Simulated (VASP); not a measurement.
Here is a VASP 6.6.1 calculation.

The input INCAR:

```
SYSTEM = Cd
PREC = Accurate
ENCUT = 520
EDIFF = 1E-6
ISMEAR = -1
SIGMA = 0.1
LREAL = .False.
LASPH = .True.
NELM = 60
ALGO = Normal
ISIF = 2
LWAVE = .False.
LCHARG = .False.
GGA = CA
NBANDS = 19
```

The input KPOINTS:

```
Automatic mesh
0
Gamma
  16 16 9
  0 0 0
```

Contents of POSCAR:

```
Cd
1.0
    2.6449509083      0.0000000000      0.0000000000
   -1.3224754542      2.2905946783      0.0000000000
    0.0000000000      0.0000000000      4.2693262179
Cd
2
Direct
    0.3333333333      0.6666666667      0.2500000000
    0.6666666667      0.3333333333      0.7500000000
```

Potentials or basis: VASP PAW LDA potentials, release 64 (Cd).

The run is started by

```bash
$ cat potpaw_LDA.64/Cd/POTCAR > POTCAR
$ mpirun -np 1 vasp_std > vasp.out
```

Problem. Estimate the pressure.

Solution. 104.9 GPa.

Problem. Predict the band gap on the k mesh.

Solution. Zero (bands 12 and 13 overlap by 2.18 eV).

Stress tensor (GPa, compression positive):
```
105.05   0.00   0.00
  0.00 105.05   0.00
  0.00   0.00 104.64
```

Caveat: the cell stands under pressure.
